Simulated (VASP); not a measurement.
Set up this calculation in VASP 6.6.1, as the native input.

```
Task                   : relaxation of cell and atoms
Functional             : PBE
Potentials or basis    : VASP PAW PBE potentials, release 64 (Ta_pv, W_sv)
Cutoff                 : 600 eV
k mesh                 : 6 × 6 × 4
Occupations            : gaussian, width 0.1 eV
Spin                   : no spin polarisation
Dipole correction      : no
Further INCAR settings : ALGO = Fast; EDIFF = 1e-06; IBRION = 2; EDIFFG = -0.04; NSW = 90; ISIF = 3
```

The structure of TaW2 lies in POSCAR:

```
TaW2
1.0
    3.9288728900      0.0000000000      0.0000000000
   -1.9644364500      3.4025037300      0.0000000000
    0.0000000000      0.0000000000      3.8224602300
Ta W
1 2
Direct
    0.0000000000      0.0000000000      0.0000000000
    0.3333333300      0.6666666700      0.5000000000
    0.6666666700      0.3333333300      0.5000000000
```

The cell was generated, and may not be a known phase.

These files were run (other wordings do the same):

INCAR

```
PREC = Accurate ; ENCUT = 600
EDIFF = 1E-6 ; ISMEAR = 0
SIGMA = 0.1 ; LREAL = False
LASPH = True ; NELM = 60
ALGO = Fast ; ISIF = 3
LWAVE = False ; LCHARG = False
GGA = PE ; IBRION = 2
NSW = 90 ; EDIFFG = -0.04
```

KPOINTS

```
Automatic mesh
0
Gamma
  6 6 4
```

Potentials or basis: VASP PAW PBE potentials, release 64 (Ta_pv, W_sv).

The run is started by

```sh
$ cat potpaw_PBE.64/Ta_pv/POTCAR potpaw_PBE.64/W_sv/POTCAR > POTCAR
$ mpirun -np 1 vasp_std > vasp.out
```

It gave:

```yaml
Relaxed_volume: 17.36 Å³/atom
Relaxed_cell: a = 4.722 Å, b = 4.722 Å, c = 2.697 Å, α = 90.00°, β = 90.00°, γ = 120.00°
Space_group_after_relaxing_to_0.1_Å: P6/mmm (No. 191)
Pressure_after_relaxing: 0.0 GPa
Band_gap_on_the_k_mesh: zero (an odd number of electrons rules out a gap without spin polarisation)
```

Caveat: the k points lie up to 0.58 Å⁻¹ apart in the final cell, too coarse for converged energies and pressures of a metal; a cell axis changed by over 15 % at a fixed basis, so the end point is rough; spin-orbit coupling is left out, which moves the levels of the heavy elements.

It took 7.2 min on 1 thread of Intel(R) Xeon(R) Platinum 8259CL CPU @ 2.50GHz (Skylake/Cascade Lake) (shared host), peak memory 0.2 GiB.
